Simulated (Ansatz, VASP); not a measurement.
Al in VASP and in Ansatz

```xyz
2
Lattice="2.7977 0.0000 0.0000 -1.3988 2.4228 0.0000 0.0000 0.0000 4.5115" Properties=species:S:1:pos:R:3 pbc="T T T"
Al    0.0000    1.6152    1.1279
Al    1.3988    0.8076    3.3837
```

Alike in both runs: task single point; functional LDA; k mesh 14 × 14 × 8; occupations fermi-dirac, width 0.1 eV; no spin polarisation.

```csv
,VASP,Ansatz
version,VASP 6.6.1,Ansatz 0.2.0
potentials or method,"VASP PAW LDA potentials, release 64 (Al), cutoff 520 eV","plane waves (420 eV) with PAW, scalar-relativistic"
valence electrons in the cell,6,6
```

```tsv
	VASP	Ansatz	Ansatz less VASP
pressure (GPa)	3.7	3.6	-0.10
traceless stress, the component that is largest in VASP (GPa)	1.46	1.44	-0.013
```

Ansatz warns that its potentials were made for another functional, while VASP's fit it. LDA's correlation is that of Perdew and Zunger in VASP and of Perdew and Wang (1992) in Ansatz.
